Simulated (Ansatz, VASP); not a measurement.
**Si2Ni: VASP beside Ansatz**

The input INCAR:

```
SYSTEM = Si2Ni
PREC     = Accurate       ! precision mode
ENCUT    = 520            ! plane-wave cutoff, eV
EDIFF    = 1E-7           ! SCF threshold, eV
ISMEAR   = 0              ! smearing method
SIGMA    = 0.05           ! smearing width, eV
LREAL    = .FALSE.        ! projectors in reciprocal space
LASPH    = .TRUE.         ! aspherical terms in the spheres
NELM     = 150            ! most SCF steps
ALGO     = Normal         ! electronic algorithm
ISIF     = 2              ! what is computed and relaxed
LWAVE    = .FALSE.        ! write WAVECAR
LCHARG   = .FALSE.        ! write CHGCAR
ISPIN    = 2              ! spin polarisation
MAGMOM   = 0 0 0.05       ! initial moments
LORBIT   = 11             ! projections on sites
LMAXMIX  = 4              ! l up to which the mixer works
GGA      = PE             ! functional
IVDW     = 12             ! dispersion correction
NBANDS   = 20             ! bands
```

The input KPOINTS:

```
Automatic mesh
0
G
  8 8 8
  0 0 0
```

POSCAR

```
Si2Ni
1.0
    0.0000000000      2.6975011173      2.6975011173
    2.6975011173      0.0000000000      2.6975011173
    2.6975011173      2.6975011173      0.0000000000
Si Ni
2 1
Direct
    0.2500000000      0.2500000000      0.2500000000
    0.7500000000      0.7500000000      0.7500000000
    0.0000000000      0.0000000000      0.0000000000
```

Input for Ansatz:

```yaml
crystal:
  lattice:
    - [0.0, 2.6975011173, 2.6975011173]
    - [2.6975011173, 0.0, 2.6975011173]
    - [2.6975011173, 2.6975011173, 0.0]
  atoms:
    - { symbol: Si, position: [0.25, 0.25, 0.25] }
    - { symbol: Si, position: [0.75, 0.75, 0.75] }
    - { symbol: Ni, position: [0.0, 0.0, 0.0], spin: 0.05 }
basis:
  ecutwfc: 420
  ecutrho_ratio: 4
kpoints:
  mp_grid: { grid: [8, 8, 8] }
hamiltonian:
  xc: pbe
  dispersion: d3bj
scf:
  occupations: { method: gaussian, width: 0.05 }
output:
  forces: true
  stress: true
  eigenvalues: true
  populations: true
magnetization:
  spin_polarized: true
checkpoint:
  read: start.run
  write: ck
  compress: false
  write_wavefunctions: false
  write_every: 100000
```

Alike in both runs: task single point; functional PBE; dispersion D3(BJ); k mesh 8 × 8 × 8; occupations gaussian, width 0.05 eV; collinear spin.

|  | VASP | Ansatz |
| --- | --- | --- |
| version | VASP 6.6.1 | Ansatz 0.2.0 |
| potentials or method | VASP PAW PBE potentials, release 64 (Si, Ni), cutoff 520 eV | scalar-relativistic, plane waves, PAW |
| valence electrons in the cell | 18 | 26 |

```csv
,VASP,Ansatz,Ansatz less VASP
gap on the k mesh at the Fermi level (eV),none,none,-
pressure (GPa),-1.7,-1.8,-0.07
net moment per atom (μB),0.00,0.00,0.000
```

A gap of «none» marks a metal or a gap that the smearing closes. VASP's potentials hold 18 valence electrons a cell and Ansatz's 26, so a difference there can come from the potentials and not from the codes. Ansatz's warnings: seeded moment not kept.
